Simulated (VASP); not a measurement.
Input of a VASP 6.6.1 run:

INCAR

```
PREC = Accurate
ENCUT = 500
EDIFF = 1E-6
ISMEAR = 0
SIGMA = 0.05
LREAL = False
LASPH = True
NELM = 120
ALGO = Normal
ISIF = 2
LWAVE = False
LCHARG = False
GGA = PS
NBANDS = 21
GGA_COMPAT = False
```

File KPOINTS:

```
Automatic mesh
0
Gamma
  9 9 5
```

File POSCAR:

```
Ru
1.0
    2.6999797934      0.0000000000      0.0000000000
   -1.3499898967      2.3382510908      0.0000000000
    0.0000000000      0.0000000000      4.2795177691
Ru
2
Direct
    0.3333333333      0.6666666667      0.2500000000
    0.6666666667      0.3333333333      0.7500000000
```

Potentials or basis: VASP PAW PBE potentials, release 64 (Ru_pv).

Command:

```console
$ cat potpaw_PBE.64/Ru_pv/POTCAR > POTCAR
$ mpirun -np 1 vasp_std > vasp.out
```

**Question.** Predict the band gap on the k mesh.

**Answer.** Zero (bands 14 and 15 overlap by 3.08 eV).

**Question.** What does it give for the pressure?

**Answer.** -5.1 GPa.

Stress tensor (GPa, compression positive):
```
-4.98  0.00  0.00
 0.00 -4.98  0.00
 0.00  0.00 -5.26
```

Caveat: the cell stands under tension; the PAW data sets were made with another functional, which shifts forces and pressure a little.
